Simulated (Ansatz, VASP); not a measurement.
Two plane-wave programs on HfN

```xyz
2
Lattice="0.0000 2.2744 2.2744 2.2744 0.0000 2.2744 2.2744 2.2744 0.0000" Properties=species:S:1:pos:R:3 pbc="T T T"
Hf    0.0000    0.0000    0.0000
N     2.2744    2.2744    2.2744
```

Alike in both runs: functional PBE; k mesh 16 × 16 × 16; occupations fermi-dirac, width 0.15 eV; no spin polarisation.

Ansatz relaxed the structure, and its values are those at the end. VASP's run is a single point on that final structure, the one shown.

```csv
,VASP,Ansatz
version,VASP 6.6.1,Ansatz 0.2.0
potentials or method,"VASP PAW PBE potentials, release 64 (Hf_pv, N), cutoff 520 eV","scalar-relativistic, plane waves, PAW"
valence electrons in the cell,15,31
```

VASP gave:

| Property | Result |
| --- | --- |
| gap on the k mesh at the Fermi level (eV) | none |
| pressure (GPa) | -2.4 |

Task: What did Ansatz give for the same quantities?

Result: gap on the k mesh at the Fermi level (eV): none; pressure (GPa): 0.0.

A gap of «none» marks a metal or a gap that the smearing closes. VASP's potentials hold 15 valence electrons a cell and Ansatz's 31, so a difference there can come from the potentials and not from the codes.

Spin-orbit coupling is off throughout.
